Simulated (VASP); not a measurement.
## Pb: single point with PBE

Crystal: Pb.

```xyz
1
Lattice="0.0000 2.4698 2.5439 2.4698 0.0000 2.5439 2.4698 2.4698 0.0000" Properties=species:S:1:pos:R:3 pbc="T T T"
Pb    0.0000    0.0000    0.0000
```

This cell differs from its parent crystal: strain +0.0300 x Voigt [0, 0, 1, 0, 0, 0].

| Property | Result |
| --- | --- |
| Program | VASP 6.6.1 |
| Task | single point |
| Functional | PBE |
| Potentials or basis | VASP PAW PBE potentials, release 64 (Pb_d) |
| Cutoff | 520 eV |
| k mesh | 16 × 16 × 16 |
| Occupations | gaussian, width 0.15 eV |
| Spin | no spin polarisation |

| Quantity | Value |
| --- | --- |
| Pressure | 1.1 GPa |
| Band gap on the k mesh | zero (band 7 reaches 14.25 eV, above the bottom of band 8 at 5.29 eV) |

Stress tensor (GPa, compression positive):
```
1.30 0.00 0.00
0.00 1.30 0.00
0.00 0.00 0.83
```

Levels at points of the mesh, in eV from the Fermi level:
| k point | band 3 | band 4 | band 5 | band 6 | band 7 | band 8 | band 9 | band 10 | band 11 | band 12 |
| --- | --- | --- | --- | --- | --- | --- | --- | --- | --- | --- |
| (0.00, 0.00, 0.00) | -17.09 | -16.99 | -16.96 | -11.65 | 7.18 | 7.18 | 7.22 | 9.71 | 11.00 | 12.26 |
| (0.50, 0.00, 0.00) | -17.08 | -16.86 | -16.84 | -8.15 | -4.14 | 5.15 | 5.65 | 9.14 | 9.21 | 10.88 |
| (0.50, 0.50, 0.00) | -16.86 | -16.82 | -16.82 | -7.01 | -3.38 | 2.22 | 2.22 | 5.49 | 6.74 | 18.37 |
| (0.50, 0.00, 0.50) | -16.86 | -16.83 | -16.80 | -6.69 | -3.15 | 1.77 | 1.96 | 5.16 | 6.43 | 17.82 |

It took 73 s on 1 thread of Intel(R) Xeon(R) 6975P-C (Granite Rapids), on a shared host, peak memory 0.26 GiB.

Caveat: the cell differs from its parent crystal (strain +0.0300 x Voigt [0, 0, 1, 0, 0, 0]); spin-orbit coupling is left out, which moves the levels of the heavy elements.
